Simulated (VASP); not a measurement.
## Pd: single point with PBEsol-based screened hybrid with 25 % exact exchange

The system is Pd.

```
Pd
1.0
     0.00000    1.92019    1.92019
     1.92019    0.00000    1.92019
     1.92019    1.92019    0.00000
Pd
1
Direct
  0.00000 0.00000 0.00000
```

```
Program                            : VASP 6.6.1
Task                               : single point
Functional                         : PBEsol-based screened hybrid with 25 % exact exchange
Potentials or basis                : VASP PAW PBE potentials, release 64 (Pd)
Cutoff                             : 520 eV
k mesh                             : 6 × 6 × 6
Occupations                        : fermi-dirac, width 0.05 eV
Spin                               : no spin polarisation
Dipole correction                  : no
Grid for exact exchange (PRECFOCK) : Normal
Share of exact exchange            : 0.25
Further INCAR settings             : ALGO = Normal; EDIFF = 1e-06; NBANDS = 11
Screening parameter                : 0.207 1/Å
```

```
Pressure               : 2.7 GPa
Band gap on the k mesh : zero (bands 5 and 6 overlap by 2.40 eV)
```

Levels at points of the mesh, in eV from the Fermi level:
| k point | band 1 | band 2 | band 3 | band 4 | band 5 | band 6 | band 7 | band 8 | band 9 | band 10 |
| --- | --- | --- | --- | --- | --- | --- | --- | --- | --- | --- |
| (0.00, 0.00, 0.00) | -7.81 | -3.50 | -3.50 | -3.50 | -1.82 | -1.82 | 18.91 | 24.11 | 24.11 | 24.11 |
| (0.50, 0.00, 0.00) | -6.18 | -3.64 | -3.64 | -0.07 | -0.07 | 1.60 | 9.13 | 18.22 | 23.47 | 23.47 |
| (0.50, 0.50, 0.00) | -6.49 | -6.10 | -0.35 | 0.55 | 0.55 | 4.29 | 12.83 | 15.05 | 15.05 | 24.24 |

Wall time 11 min on 1 thread of Intel Xeon 8259CL (shared host), peak memory 0.23 GiB.

Caveat: the k points lie up to 0.47 Å⁻¹ apart, too coarse for converged energies and pressures of a metal; the PAW data sets were made with another functional, which shifts forces and pressure a little.
